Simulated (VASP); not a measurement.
# V (Im-3m) in VASP: a series of runs

Runs on V. Level: LDA. Tasks: single point.

All numbers are computed with VASP 6.6.1; they aren't measurements. Logs are shortened: lines on timing, memory, paths and dates and some standing lists are left out, and cuts for length are marked.

### 1 The cell of the first run

Symmetry: Im-3m, No. 229, cubic system. The conventional cell has a = 2.927 Å, b = 2.927 Å, c = 2.927 Å, α = 90.00°, β = 90.00°, γ = 90.00°. V (site symmetry m-3m) has 14 V at 2.54 to 2.93 Å within 3.3 Å.

### 2 Single point, LDA

Input file INCAR:

```
ALGO = Normal
EDIFF = 1E-7
ENCUT = 520
ISIF = 2
ISMEAR = -1
LASPH = True
LCHARG = False
LREAL = False
LWAVE = False
NBANDS = 12
NELM = 100
PREC = Accurate
SIGMA = 0.1
```

Input file KPOINTS:

```
k-points
0
Gamma
  2 2 2
```

Input file POSCAR:

```
V
1.0
   -1.4636513664      1.4636513664      1.4636513664
    1.4636513664     -1.4636513664      1.4636513664
    1.4636513664      1.4636513664     -1.4636513664
V
1
Direct
    0.0000000000      0.0000000000      0.0000000000
```

Potentials or basis: VASP PAW LDA potentials, release 64 (V_sv).

Launch:

```
$ cat potpaw_LDA.64/V_sv/POTCAR > POTCAR
$ mpirun -np 1 vasp_std > vasp.out
```

OUTCAR:

```text
EDIFF = 1E-7
   ENCUT = 520
   ISIF = 2
   ISMEAR = -1
   LASPH = True
   LREAL = False
   NELM = 100
   PREC = Accurate

 ion  position               nearest neighbor table
   1  0.000  0.000  0.000-

  LATTYP: Found a body centered cubic cell.
 ALAT       =     2.9273027328

  Lattice vectors:

 A1 = (  -1.4636513664,   1.4636513664,   1.4636513664)
 A2 = (   1.4636513664,  -1.4636513664,   1.4636513664)
 A3 = (   1.4636513664,   1.4636513664,  -1.4636513664)

Analysis of symmetry for initial positions (statically):
=====================================================================
 Subroutine PRICEL returns:
 Original cell was already a primitive cell.

 Routine SETGRP: Setting up the symmetry group for a
 body centered cubic supercell.

 Subroutine GETGRP returns: Found 48 space group operations
 (whereof 48 operations were pure point group operations)
 out of a pool of 48 trial point group operations.

The static configuration has the point symmetry O_h .

Analysis of symmetry for dynamics (positions and initial velocities):
=====================================================================
 Subroutine PRICEL returns:
 Original cell was already a primitive cell.

 Routine SETGRP: Setting up the symmetry group for a
 body centered cubic supercell.

 Subroutine GETGRP returns: Found 48 space group operations
 (whereof 48 operations were pure point group operations)
 out of a pool of 48 trial point group operations.

The dynamic configuration has the point symmetry O_h .

 Subroutine INISYM returns: Found 48 space group operations
 (whereof 48 operations are pure point group operations),
 and found     1 'primitive' translations

----------------------------------------------------------------------------------------

                                     Primitive cell

  volume of cell :      12.5422

  direct lattice vectors                    reciprocal lattice vectors
    -1.463651366  1.463651366  1.463651366     0.000000000  0.341611405  0.341611405
     1.463651366 -1.463651366  1.463651366     0.341611405  0.000000000  0.341611405
     1.463651366  1.463651366 -1.463651366     0.341611405  0.341611405  0.000000000

  length of vectors
     2.535118531  2.535118531  2.535118531     0.483111482  0.483111482  0.483111482

  position of ions in fractional coordinates (direct lattice)
     0.000000000  0.000000000  0.000000000
[... 59 lines left out ...]
   NFREE  =      0    steps in history (QN), initial steepest desc. (CG)
   ISIF   =      2    stress and relaxation
   ISYM   =      2    0-nonsym 1-usesym 2-fastsym
   POTIM  = 0.5000    time-step for ionic-motion
   TEBEG  =    0.0;   TEEND  =   0.0 temperature during run
   PSTRESS=    0.0 pullay stress
   NELECT =      13.0000    total number of electrons
   NUPDOWN=      -1.0000    fix difference up-down
   EMIN   =  10.00;   EMAX   =-10.00  energy-range for DOS
   EFERMI =   0.00;   METHOD = LEGACY
   ISMEAR =    -1;   SIGMA  =   0.10  broadening in eV -4-tet -1-fermi 0-gaus
   EFERMI_NEDOS =   21; number of points for ismear=-14 and -15
   IALGO  =     38    algorithm
   IMIX   =      4    mixing-type and parameters
     AMIX     =   0.40;   BMIX     =  1.00
     AMIX_MAG =   1.60;   BMIX_MAG =  1.00
  volume/ion in A,a.u.               =      12.54        84.64
  Fermi-wavevector in a.u.,A,eV,Ry     =   1.656781  3.130861 37.346926  2.744922
  Thomas-Fermi vector in A             =   2.744646
   LORBIT       =      0    0 simple, 1 ext, 2 COOP (PROOUT), +10 PAW based schemes
   GGA     = CA    functional components
   LHFCALC =     F    Hartree Fock is set to
   AEXX    =    0.0000 exact exchange contribution
   IVDW    =     0    specifies the selected vdW correction
   LEPSILON=     F    determine dielectric tensor
   LRPA    =     F    only Hartree local field effects (RPA)
 non-spin polarized calculation
  energy-cutoff  :      520.00
  volume of cell :       12.54
 maximum number of plane-waves:       370
 NGX is ok and might be reduce to    20
   NGX =  9   NGY =  9   NGZ =  9

 number of electron      13.0000011 magnetization

 Free energy of the ion-electron system (eV)
  ---------------------------------------------------
  ext. energy  EPLUGINS =         0.00000000
  ---------------------------------------------------
  free energy    TOTEN  =       -10.56330350 eV

  energy without entropy =      -10.46731782  energy(sigma->0) =      -10.51531066

 E-fermi :  12.3467     XC(G=0): -13.5756

 val. band max:       11.0008630260   @ k =   0.0000   0.0000   0.0000
 cond. band min:      12.4162251737   @ k =   0.5000   0.0000   0.0000
 fundamental gap:      1.4153621477
 Fermi energy:        12.3467309246

 k-point     1 :       0.0000    0.0000    0.0000
  band No.  band energies     occupation
      1     -52.2594      2.00000
      2     -25.8322      2.00000
      3     -25.8322      2.00000
      4     -25.8322      2.00000
      5       3.7433      2.00000
      6      11.0009      2.00000
      7      11.0009      2.00000
      8      11.0009      2.00000
      9      13.1189      0.00089
     10      13.1189      0.00089
     11      31.4820      0.00000
     12      31.4820      0.00000
[... 16 lines left out ...]
 k-point     3 :       0.5000    0.5000    0.5000
  band No.  band energies     occupation
      1     -51.7939      2.00000
      2     -26.6196      2.00000
      3     -26.6196      2.00000
      4     -26.6196      2.00000
      5       7.1058      2.00000
      6       7.1058      2.00000
      7      14.7267      0.00000
      8      14.7267      0.00000
      9      14.7267      0.00000
     10      21.3406      0.00000
     11      21.3406      0.00000
     12      21.3406      0.00000

------------------------ aborting loop because EDIFF is reached ----------------------------------------

  FORCE on cell =-STRESS in cart. coord.  units (eV):
  Direction    XX          YY          ZZ          XY          YZ          ZX
  --------------------------------------------------------------------------------------
  -------------------------------------------------------------------------------------
  Total       -2.1456387     -2.1456387     -2.1456387      0.0000000      0.0000000     -0.0000000
  in kB     -274.0906669   -274.0906669   -274.0906669      0.0000000      0.0000000     -0.0000000
  external PRESSURE =    -274.0906669 kB  Pullay stress =       0.0000000 kB

 VOLUME and BASIS-vectors are now :
 -----------------------------------------------------------------------------
  energy-cutoff  :      520.00
  volume of cell :       12.54
      direct lattice vectors                 reciprocal lattice vectors
    -1.463651366  1.463651366  1.463651366     0.000000000  0.341611405  0.341611405
     1.463651366 -1.463651366  1.463651366     0.341611405  0.000000000  0.341611405
     1.463651366  1.463651366 -1.463651366     0.341611405  0.341611405  0.000000000

 POSITION                                       TOTAL-FORCE (eV/Angst)
 -----------------------------------------------------------------------------------
      0.00000      0.00000      0.00000         0.000000      0.000000     -0.000000
 -----------------------------------------------------------------------------------
    total drift:                                0.000000     -0.000000      0.000000

  FREE ENERGIE OF THE ION-ELECTRON SYSTEM (eV)
  ---------------------------------------------------
  free  energy   TOTEN  =       -10.5633034999 eV

  energy  without entropy=      -10.4673178238  energy(sigma->0) =      -10.51531066
```

stdout:

```text
POSCAR found type information on POSCAR V
 POSCAR found :  1 types and       1 ions
 scaLAPACK will be used
 LDA part: xc-table for (Slater(with rela. corr.)+CA(PZ))
 , standard interpolation
 POSCAR, INCAR and KPOINTS ok, starting setup
 FFT: planning ... GRIDC
 FFT: planning ... GRID_SOFT
 FFT: planning ... GRID
 WAVECAR not read
 entering main loop
```

Wall time 1.9 s (1 thread of AMD EPYC 7R13, shared host); peak memory 0.08 GiB.

Results:

```yaml
Free_energy: -10.5633 eV
Pressure: -27.4 GPa
```

Levels at points of the mesh, in eV from the Fermi level:
```tsv
k point	band 4	band 5	band 6	band 7	band 8	band 9
(0.00, 0.00, 0.00)	-38.18	-8.60	-1.35	-1.35	-1.35	0.77
(0.50, 0.00, 0.00)	-38.19	-5.29	-3.07	0.07	0.83	1.20
(0.50, 0.50, 0.50)	-38.97	-5.24	-5.24	2.38	2.38	2.38
```

Caveat: the k points lie up to 1.52 Å⁻¹ apart.

[end of part 1 of 2]
